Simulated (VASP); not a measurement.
# Mg2I (P4/mmm) in VASP: further runs

Runs on Mg2I. Level: PBE. Tasks: single point, relaxation of cell and atoms.

Everything below comes from runs of VASP 6.6.1. Logs are shortened: lines on timing, memory, paths and dates and some standing lists are left out, and cuts for length are marked.

## Step 1: The cell of the first run

Symmetry: P4/mmm, No. 123, tetragonal system. The conventional cell has a = 6.160 Å, b = 6.160 Å, c = 3.655 Å, α = 90.00°, β = 90.00°, γ = 90.00°. Within 4.1 Å of Mg (site symmetry mmm) lie 2 I at 3.08 Å and 2 Mg at 3.66 Å. Within 4.1 Å of I (site symmetry 4/mmm) lie 4 Mg at 3.08 Å and 2 I at 3.66 Å.

## Step 2: Single point, PBE

Input file INCAR:

```
SYSTEM = Mg2I
PREC = Accurate
ENCUT = 520
EDIFF = 1E-6
ISMEAR = 0
SIGMA = 0.1
LREAL = .False.
LASPH = .True.
NELM = 100
ALGO = Normal
ISIF = 2
LWAVE = .False.
LCHARG = .True.
GGA = PE
LELF = .True.
LVHAR = .True.
NBANDS = 12
```

Input file KPOINTS:

```
regular mesh
0
Gamma
  4 4 4
  0 0 0
```

Input file POSCAR:

```
Mg2I
1.0
    6.1597232400      0.0000000000      0.0000000000
    0.0000000000      6.1597232400      0.0000000000
    0.0000000000      0.0000000000      3.6553543414
Mg I
2 1
Direct
    0.0000000000      0.5000000000      0.0000000000
    0.5000000000      0.0000000000      0.0000000000
    0.5000000000      0.5000000000      0.0000000000
```

Potentials or basis: VASP PAW PBE potentials, release 64 (Mg, I).

Launch:

```bash
cat potpaw_PBE.64/Mg/POTCAR potpaw_PBE.64/I/POTCAR > POTCAR
mpirun -np 1 vasp_std > vasp.out
```

OUTCAR:

```text
SYSTEM = Mg2I
   PREC = Accurate
   ENCUT = 520
   EDIFF = 1E-6
   ISMEAR = 0
   LREAL = .False.
   LASPH = .True.
   NELM = 100
   ISIF = 2
   GGA = PE

 ion  position               nearest neighbor table
   1  0.000  0.500  0.000-   3 3.08   3 3.08
   2  0.500  0.000  0.000-   3 3.08   3 3.08
   3  0.500  0.500  0.000-   1 3.08   2 3.08   2 3.08   1 3.08

  LATTYP: Found a simple tetragonal cell.
 ALAT       =     6.1597232400
 C/A-ratio  =     0.5934283407

  Lattice vectors:

 A1 = (   6.1597232400,   0.0000000000,   0.0000000000)
 A2 = (   0.0000000000,   6.1597232400,   0.0000000000)
 A3 = (   0.0000000000,   0.0000000000,   3.6553543414)

Analysis of symmetry for initial positions (statically):
=====================================================================
 Subroutine PRICEL returns:
 Original cell was already a primitive cell.

 Routine SETGRP: Setting up the symmetry group for a
 simple tetragonal supercell.

 Subroutine GETGRP returns: Found 16 space group operations
 (whereof 16 operations were pure point group operations)
 out of a pool of 16 trial point group operations.

The static configuration has the point symmetry D_4h.

Analysis of symmetry for dynamics (positions and initial velocities):
=====================================================================
 Subroutine PRICEL returns:
 Original cell was already a primitive cell.

 Routine SETGRP: Setting up the symmetry group for a
 simple tetragonal supercell.

 Subroutine GETGRP returns: Found 16 space group operations
 (whereof 16 operations were pure point group operations)
 out of a pool of 16 trial point group operations.

The dynamic configuration has the point symmetry D_4h.

 Subroutine INISYM returns: Found 16 space group operations
 (whereof 16 operations are pure point group operations),
 and found     1 'primitive' translations

----------------------------------------------------------------------------------------

                                     Primitive cell

  volume of cell :     138.6922

  direct lattice vectors                    reciprocal lattice vectors
     6.159723240  0.000000000  0.000000000     0.162344956  0.000000000  0.000000000
     0.000000000  6.159723240  0.000000000     0.000000000  0.162344956  0.000000000
     0.000000000  0.000000000  3.655354341     0.000000000  0.000000000  0.273571289

  length of vectors
     6.159723240  6.159723240  3.655354341     0.162344956  0.162344956  0.273571289

  position of ions in fractional coordinates (direct lattice)
     0.000000000  0.500000000  0.000000000
     0.500000000  0.000000000  0.000000000
     0.500000000  0.500000000  0.000000000

  ion indices of the primitive-cell ions
   primitive index   ion index
                 1           1
                 2           2
                 3           3

----------------------------------------------------------------------------------------

 KPOINTS: regular mesh

Automatic generation of k-mesh.
 Grid dimensions read from file:
 generate k-points for:    4    4    4

 Generating k-lattice:

  Cartesian coordinates                     Fractional coordinates (reciprocal lattice)
     0.040586239  0.000000000  0.000000000     0.250000000  0.000000000  0.000000000
     0.000000000  0.040586239  0.000000000     0.000000000  0.250000000  0.000000000
     0.000000000  0.000000000  0.068392822     0.000000000  0.000000000  0.250000000

  Length of vectors
     0.040586239  0.040586239  0.068392822

  Shift w.r.t. Gamma in fractional coordinates (k-lattice)
     0.000000000  0.000000000  0.000000000

 Subroutine IBZKPT returns following result:
 ===========================================

 Found     18 irreducible k-points:

 Following reciprocal coordinates:
            Coordinates               Weight
  0.000000  0.000000  0.000000      1.000000
  0.250000  0.000000  0.000000      4.000000
  0.500000  0.000000  0.000000      2.000000
  0.250000  0.250000  0.000000      4.000000
  0.500000  0.250000  0.000000      4.000000
  0.500000  0.500000  0.000000      1.000000
[... 10 lines left out ...]
  0.500000  0.250000  0.500000      4.000000
  0.500000  0.500000  0.500000      1.000000
   k-points           NKPTS =     18   k-points in BZ     NKDIM =     18   number of bands    NBANDS=     12
   number of dos      NEDOS =    301   number of ions     NIONS =      3
   total plane-waves  NPLWV =  64512
   dimension x,y,z NGX =    48 NGY =   48 NGZ =   28
   dimension x,y,z NGXF=    96 NGYF=   96 NGZF=   56
   ions per type =               2   1
   NGX,Y,Z   is equivalent  to a cutoff of  12.95, 12.95, 12.73 a.u.
   NGXF,Y,Z  is equivalent  to a cutoff of  25.91, 25.91, 25.47 a.u.
 SYSTEM =  Mg2I
   PREC   = accura    normal or accurate (medium, high low for compatibility)
   ISTART =      0    job   : 0-new  1-cont  2-samecut
   ICHARG =      2    charge: 1-file 2-atom 10-const
   ISPIN  =      1    spin polarized calculation?
   LNONCOLLINEAR =      F non collinear calculations
   LSORBIT =      F    spin-orbit coupling
   LASPH  =      T    aspherical Exc in radial PAW
   ENCUT  =  520.0 eV  38.22 Ry    6.18 a.u.  11.45 11.45  6.80*2*pi/ulx,y,z
   NELM   =    100;   NELMIN=  2; NELMDL= -5     # of ELM steps
   EDIFF  = 0.1E-05   stopping-criterion for ELM
   LREAL  =      F    real-space projection
   EDIFFG = 0.1E-04   stopping-criterion for IOM
   NSW    =      0    number of steps for IOM
   IBRION =     -1    ionic relax: 0-MD 1-quasi-New 2-CG
   NFREE  =      0    steps in history (QN), initial steepest desc. (CG)
   ISIF   =      2    stress and relaxation
   ISYM   =      2    0-nonsym 1-usesym 2-fastsym
   POTIM  = 0.5000    time-step for ionic-motion
   TEBEG  =    0.0;   TEEND  =   0.0 temperature during run
   PSTRESS=    0.0 pullay stress
   NELECT =      11.0000    total number of electrons
   NUPDOWN=      -1.0000    fix difference up-down
   EMIN   =  10.00;   EMAX   =-10.00  energy-range for DOS
   EFERMI =   0.00;   METHOD = LEGACY
   ISMEAR =     0;   SIGMA  =   0.10  broadening in eV -4-tet -1-fermi 0-gaus
   EFERMI_NEDOS =   21; number of points for ismear=-14 and -15
   IALGO  =     38    algorithm
   IMIX   =      4    mixing-type and parameters
     AMIX     =   0.40;   BMIX     =  1.00
     AMIX_MAG =   1.60;   BMIX_MAG =  1.00
  volume/ion in A,a.u.               =      46.23       311.98
  Fermi-wavevector in a.u.,A,eV,Ry     =   0.703377  1.329191  6.731344  0.494740
  Thomas-Fermi vector in A             =   1.788332
   LORBIT       =      0    0 simple, 1 ext, 2 COOP (PROOUT), +10 PAW based schemes
   GGA     = PE    functional components
   LHFCALC =     F    Hartree Fock is set to
   AEXX    =    0.0000 exact exchange contribution
   IVDW    =     0    specifies the selected vdW correction
   LEPSILON=     F    determine dielectric tensor
   LRPA    =     F    only Hartree local field effects (RPA)
 non-spin polarized calculation
 Gauss-broadening in eV      SIGMA  =   0.10
  energy-cutoff  :      520.00
  volume of cell :      138.69
 maximum number of plane-waves:      3762
 NGX is ok and might be reduce to    48
   NGX = 23   NGY = 23   NGZ = 13

 number of electron      10.9999999 magnetization

 Free energy of the ion-electron system (eV)
  ---------------------------------------------------
  ext. energy  EPLUGINS =         0.00000000
  ---------------------------------------------------
  free energy    TOTEN  =        -3.50377687 eV

  energy without entropy =       -3.49158073  energy(sigma->0) =       -3.49767880

 E-fermi :   1.2130     XC(G=0):  -6.7083

 val. band max:        1.2058540769   @ k =   0.5000   0.5000   0.0000
 cond. band min:       1.3114086549   @ k =   0.5000   0.0000   0.5000
 fundamental gap:      0.1055545780
 Fermi energy:         1.2130157023

 k-point     1 :       0.0000    0.0000    0.0000
  band No.  band energies     occupation
      1     -12.4055      2.00000
      2      -3.1540      2.00000
      3      -3.1540      2.00000
      4      -1.6314      2.00000
      5      -0.4740      2.00000
      6       0.0923      2.00000
      7       3.4222      0.00000
      8       3.4222      0.00000
      9       4.8517      0.00000
     10       5.1245      0.00000
     11       6.6969      0.00000
     12       7.7388      0.00000

 k-point     2 :       0.2500    0.0000    0.0000
  band No.  band energies     occupation
      1     -12.3980      2.00000
      2      -3.6010      2.00000
      3      -3.1325      2.00000
      4      -1.1921      2.00000
      5       0.0737      2.00000
      6       0.0986      2.00000
      7       2.7816      0.00000
      8       2.7886      0.00000
      9       5.5133      0.00000
     10       6.0125      0.00000
     11       6.3844      0.00000
     12       6.9178      0.00000

 k-point     3 :       0.5000    0.0000    0.0000
  band No.  band energies     occupation
      1     -12.3903      2.00000
      2      -3.8951      2.00000
      3      -3.1105      2.00000
      4      -0.9689      2.00000
      5       0.1050      2.00000
      6       0.8277      2.00000
      7       2.4095      0.00000
      8       2.8031      0.00000
      9       3.7292      0.00000
     10       6.8364      0.00000
     11       7.0314      0.00000
     12       8.0175      0.00000
[... 196 lines left out ...]
 k-point    17 :       0.5000    0.2500    0.5000
  band No.  band energies     occupation
      1     -11.8417      2.00000
      2      -3.2441      2.00000
      3      -2.8674      2.00000
      4      -2.6551      2.00000
      5       1.4062      0.00628
      6       1.8605      0.00000
      7       2.1693      0.00000
      8       2.7226      0.00000
      9       3.6090      0.00000
     10       4.7803      0.00000
     11       5.3100      0.00000
     12       5.8236      0.00000

 k-point    18 :       0.5000    0.5000    0.5000
  band No.  band energies     occupation
      1     -11.8358      2.00000
      2      -3.2123      2.00000
      3      -2.8458      2.00000
      4      -2.8458      2.00000
      5       1.5175      0.00002
      6       1.5175      0.00002
      7       2.5372      0.00000
      8       3.4308      0.00000
      9       3.4308      0.00000
     10       4.2251      0.00000
     11       5.0982      0.00000
     12       5.5289      0.00000

------------------------ aborting loop because EDIFF is reached ----------------------------------------

  FORCE on cell =-STRESS in cart. coord.  units (eV):
  Direction    XX          YY          ZZ          XY          YZ          ZX
  --------------------------------------------------------------------------------------
  -------------------------------------------------------------------------------------
  Total        0.1414895      0.1414895     -0.1422691      0.0000000     -0.0000000      0.0000000
  in kB        1.6344926      1.6344926     -1.6434980      0.0000000     -0.0000000      0.0000000
  external PRESSURE =       0.5418291 kB  Pullay stress =       0.0000000 kB

 VOLUME and BASIS-vectors are now :
 -----------------------------------------------------------------------------
  energy-cutoff  :      520.00
  volume of cell :      138.69
      direct lattice vectors                 reciprocal lattice vectors
     6.159723240  0.000000000  0.000000000     0.162344956  0.000000000  0.000000000
     0.000000000  6.159723240  0.000000000     0.000000000  0.162344956  0.000000000
     0.000000000  0.000000000  3.655354341     0.000000000  0.000000000  0.273571289

 POSITION                                       TOTAL-FORCE (eV/Angst)
 -----------------------------------------------------------------------------------
      0.00000      3.07986      0.00000         0.000000      0.000000      0.000000
      3.07986      0.00000      0.00000         0.000000      0.000000      0.000000
      3.07986      3.07986      0.00000         0.000000      0.000000      0.000000
 -----------------------------------------------------------------------------------
    total drift:                               -0.000000     -0.000000      0.000000

  FREE ENERGIE OF THE ION-ELECTRON SYSTEM (eV)
  ---------------------------------------------------
  free  energy   TOTEN  =        -3.5037768657 eV

  energy  without entropy=       -3.4915807305  energy(sigma->0) =       -3.49767880
```

It took 24 s on 1 thread of Intel Xeon 6975P-C, shared host; peak memory 0.25 GiB.

What came out:

```yaml
Free_energy: -3.5038 eV
Pressure: 0.1 GPa
```

Stress tensor (GPa, compression positive):
```
 0.16  0.00  0.00
 0.00  0.16  0.00
 0.00  0.00 -0.16
```

Levels at points of the mesh, in eV from the Fermi level:
| k point | band 3 | band 4 | band 5 | band 6 | band 7 | band 8 | band 9 | band 10 |
| --- | --- | --- | --- | --- | --- | --- | --- | --- |
| (0.00, 0.00, 0.00) | -4.37 | -2.84 | -1.69 | -1.12 | 2.21 | 2.21 | 3.64 | 3.91 |
| (0.50, 0.00, 0.00) | -4.32 | -2.18 | -1.11 | -0.39 | 1.20 | 1.59 | 2.52 | 5.62 |
| (0.50, 0.50, 0.00) | -5.03 | -1.10 | -0.66 | -0.01 | -0.01 | 2.13 | 3.00 | 4.74 |
| (0.00, 0.00, 0.50) | -3.67 | -3.67 | -0.53 | 0.67 | 0.67 | 1.44 | 3.12 | 3.12 |
| (0.50, 0.00, 0.50) | -4.10 | -3.64 | 0.10 | 0.17 | 1.14 | 1.64 | 2.98 | 3.51 |
| (0.50, 0.50, 0.50) | -4.06 | -4.06 | 0.30 | 0.30 | 1.32 | 2.22 | 2.22 | 3.01 |

Caveat: the k points lie up to 0.43 Å⁻¹ apart; spin-orbit coupling is left out, which moves the levels of the heavy elements; an odd number of electrons without spin polarisation forces a metal; a magnetic or distorted state may lie lower.

(Continued in part 2 of 2.)
